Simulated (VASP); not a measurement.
Input of a VASP 6.6.1 run:

Contents of INCAR:

```
  ALGO = Normal
  EDIFF = 1E-6
  ENCUT = 520
  GGA = PE
  ISIF = 2
  ISMEAR = 0
  LASPH = True
  LCHARG = True
  LELF = True
  LREAL = False
  LVHAR = True
  LWAVE = False
  NBANDS = 20
  NELM = 80
  PREC = Accurate
  SIGMA = 0.1
```

KPOINTS

```
k-points
0
Gamma
  6 6 1
```

POSCAR

```
WSe2
1.0
    3.3179376400      0.0000000000      0.0000000000
   -1.6589688200      2.8734182900      0.0000000000
    0.0000000000      0.0000000000     16.6581420900
W Se
1 2
Direct
    0.0000000000      0.0000000000      0.0000000000
    0.3333333300      0.6666666700      0.0997865200
    0.3333333300      0.6666666700      0.9002134800
```

Potentials or basis: VASP PAW PBE potentials, release 64 (W_sv, Se).

Launch:

```sh
$ cat potpaw_PBE.64/W_sv/POTCAR potpaw_PBE.64/Se/POTCAR > POTCAR
$ mpirun -np 1 vasp_std > vasp.out
```

Estimate the band gap on the k mesh.

1.52 eV, direct.

What does it give for the largest force?

0.343 eV/Å.

Forces on the atoms (eV/Å):
```
W    0.000  0.000  0.000
Se   0.000  0.000  0.343
Se   0.000  0.000 -0.343
```

Caveat: spin-orbit coupling is left out, which moves the levels of the heavy elements.
